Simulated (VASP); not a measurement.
# SrMg: single point with LDA

SrMg:

```xyz
2
Lattice="3.9585 0.0000 0.0000 0.0000 3.9585 0.0000 0.0000 0.0000 3.7830" Properties=species:S:1:pos:R:3 pbc="T T T"
Sr    1.9792    1.9792    1.8915
Mg    0.0000    0.0000    0.0000
```

This cell differs from its parent crystal: strain +0.015 along x and y, -0.030 along z.

```json
{"Program": "VASP 6.6.1", "Task": "single point", "Functional": "LDA", "Potentials or basis": "VASP PAW LDA potentials, release 64 (Sr_sv, Mg)", "Cutoff": "520 eV", "k mesh": "12 × 12 × 12", "Occupations": "gaussian, width 0.15 eV", "Spin": "no spin polarisation", "Dipole correction": "no", "Further INCAR settings": "ALGO = Fast; EDIFF = 1e-07; NBANDS = 13"}
```

```yaml
Pressure: 3.3 GPa
Band_gap_on_the_k_mesh: zero (bands 6 and 7 overlap by 1.39 eV)
```

Stress tensor (GPa, compression positive):
```
3.11 0.00 0.00
0.00 3.11 0.00
0.00 0.00 3.72
```

Levels at points of the mesh, in eV from the Fermi level:
```csv
k point,band 4,band 5,band 6,band 7,band 8,band 9
"(0.00, 0.00, 0.00)",-17.41,-5.25,0.56,0.66,4.21,4.21
"(0.50, 0.00, 0.00)",-17.38,-2.70,-2.50,1.57,2.15,2.77
"(0.50, 0.50, 0.00)",-17.36,-2.53,0.14,0.14,0.26,3.57
"(0.00, 0.00, 0.50)",-17.41,-2.42,-2.36,1.72,2.17,2.17
"(0.50, 0.00, 0.50)",-17.39,-2.36,0.22,0.38,0.43,3.02
"(0.50, 0.50, 0.50)",-17.62,-0.84,-0.84,-0.78,1.15,3.87
```

Run time: 60 s on 1 thread of AMD EPYC 9R45 96-Core Processor (Zen 5) (shared host), peak memory 0.25 GiB.

Caveat: the cell differs from its parent crystal (strain +0.015 along x and y, -0.030 along z); the cell stands under pressure.
